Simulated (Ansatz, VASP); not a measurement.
One calculation of Zr2N, two programs

POSCAR

```
Zr2N
1.0
    5.4130027300      0.0000000000      0.0000000000
    0.0000000000      5.4130027300      0.0000000000
    0.0000000000      0.0000000000      3.3077891900
Zr N
4 2
Direct
    0.2961254600      0.2961254600      0.0000000000
    0.7038745400      0.7038745400      0.0000000000
    0.7961254600      0.2038745400      0.5000000000
    0.2038745400      0.7961254600      0.5000000000
    0.0000000000      0.0000000000      0.0000000000
    0.5000000000      0.5000000000      0.5000000000
```

File INCAR.step1:

```
SYSTEM = Zr2N
  ALGO = Normal
  EDIFF = 1E-4
  ENCUT = 520
  GGA = PE
  ISMEAR = 1
  LASPH = .TRUE.
  LCHARG = .FALSE.
  LREAL = .FALSE.
  LWAVE = .TRUE.
  NBANDS = 38
  NELM = 80
  PREC = Accurate
  SIGMA = 0.01
```

The input INCAR.step2:

```
SYSTEM = Zr2N
  ALGO = Normal
  EDIFF = 1E-6
  ENCUT = 520
  ISIF = 2
  ISMEAR = 1
  ISTART = 1
  LASPH = .TRUE.
  LCHARG = .FALSE.
  LMIXTAU = .TRUE.
  LREAL = .FALSE.
  LWAVE = .FALSE.
  METAGGA = R2SCAN
  NBANDS = 38
  NELM = 80
  PREC = Accurate
  SIGMA = 0.01
```

The input KPOINTS:

```
k-points
0
G
  8 8 10
  0 0 0
```

Input for Ansatz:

```yaml
crystal:
  lattice:
    - [5.41300273, 0.0, 0.0]
    - [0.0, 5.41300273, 0.0]
    - [0.0, 0.0, 3.30778919]
  atoms:
    - { symbol: Zr, position: [0.29612546, 0.29612546, 0.0] }
    - { symbol: Zr, position: [0.70387454, 0.70387454, 0.0] }
    - { symbol: Zr, position: [0.79612546, 0.20387454, 0.5] }
    - { symbol: Zr, position: [0.20387454, 0.79612546, 0.5] }
    - { symbol: "N", position: [0.0, 0.0, 0.0] }
    - { symbol: "N", position: [0.5, 0.5, 0.5] }
basis:
  ecutwfc: 500
kpoints:
  mp_grid: { grid: [8, 8, 10] }
hamiltonian:
  xc: r2scan
scf:
  occupations: { method: cold, width: 0.01 }
output:
  forces: true
  stress: true
  eigenvalues: true
```

Alike in both runs: task single point; functional r2SCAN; k mesh 8 × 8 × 10; no spin polarisation.

|  | VASP | Ansatz |
| --- | --- | --- |
| version | VASP 6.6.1 | Ansatz 0.2.0 |
| potentials or method | VASP PAW PBE potentials, release 64 (Zr_sv, N), cutoff 520 eV | scalar-relativistic, plane waves, PAW |
| occupations | methfessel-paxton of order 1, width 0.01 eV | cold, width 0.01 eV |
| valence electrons in the cell | 58 | 58 |

```tsv
	VASP	Ansatz	Ansatz less VASP
gap on the k mesh at the Fermi level (eV)	none	none	-
pressure (GPa)	-0.1	-0.2	-0.13
traceless stress, the component that is largest in VASP (GPa)	-0.58	-0.61	-0.034
rms of the force components (eV/Å)	0.017	0.020	+0.0034
```

VASP's potentials were made for PBE, not for r2SCAN. Atom by atom the forces differ by 0.003 eV/Å (rms over components). A gap of «none» marks a metal or a gap that the smearing closes.
